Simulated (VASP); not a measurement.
Set up this calculation in VASP 6.6.1, as the native input.

- Task: relaxation of cell and atoms
- Functional: LDA
- Potentials or basis: VASP PAW LDA potentials, release 64 (Mg, S)
- Cutoff: 600 eV
- k mesh: 8 × 8 × 8
- Occupations: gaussian, width 0.01 eV
- Spin: no spin polarisation
- Target pressure: 4 GPa
- Dipole correction: no
- Further INCAR settings: ALGO = Normal; EDIFF = 1e-06; IBRION = 2; EDIFFG = -0.002; NSW = 100; ISIF = 3

The structure of MgS lies in POSCAR:

```
MgS
1.0
    0.0000000000      2.5641819422      2.5641819422
    2.5641819422      0.0000000000      2.5641819422
    2.5641819422      2.5641819422      0.0000000000
Mg S
1 1
Direct
    0.0000000000      0.0000000000      0.0000000000
    0.5000000000      0.5000000000      0.5000000000
```

One way to write it, as run:

INCAR

```
SYSTEM = MgS
PREC     = Accurate       ! precision mode
ENCUT    = 600            ! plane-wave cutoff, eV
EDIFF    = 1E-6           ! SCF threshold, eV
ISMEAR   = 0              ! smearing method
SIGMA    = 0.01           ! smearing width, eV
LREAL    = .False.        ! projectors in reciprocal space
LASPH    = .True.         ! aspherical terms in the spheres
NELM     = 100            ! most SCF steps
ALGO     = Normal         ! electronic algorithm
ISIF     = 3              ! what is computed and relaxed
LWAVE    = .False.        ! write WAVECAR
LCHARG   = .False.        ! write CHGCAR
IBRION   = 2              ! ionic algorithm
NSW      = 100            ! ionic steps
EDIFFG   = -0.002         ! ionic threshold
PSTRESS  = 40.0
```

KPOINTS

```
Automatic mesh
0
Gamma
  8 8 8
  0 0 0
```

Potentials or basis: VASP PAW LDA potentials, release 64 (Mg, S).

Launch:

```bash
$ cat potpaw_LDA.64/Mg/POTCAR potpaw_LDA.64/S/POTCAR > POTCAR
$ mpirun -np 1 vasp_std > vasp.out
```

It gave:

```
Relaxed volume                                         : 16.05 Å³/atom
Relaxed cell                                           : a = 3.567 Å, b = 3.567 Å, c = 3.567 Å, α = 60.00°, β = 60.00°, γ = 60.00°
Space group after relaxing (to 0.05 Å)                 : Fm-3m (No. 225)
Energy change on relaxing (the enthalpy is what falls) : +8.3 meV/atom
Ionic steps                                            : 3
Pressure after relaxing                                : 4.0 GPa
Band gap on the k mesh                                 : 2.75 eV, indirect (least direct gap 4.26 eV)
```

Caveat: the cell is relaxed towards a set pressure, so the enthalpy falls and the energy may rise.

Run time: 18 s on 1 thread of AMD EPYC 7R43 64-Core Processor (Zen 3), on a shared host, peak memory 0.12 GiB.
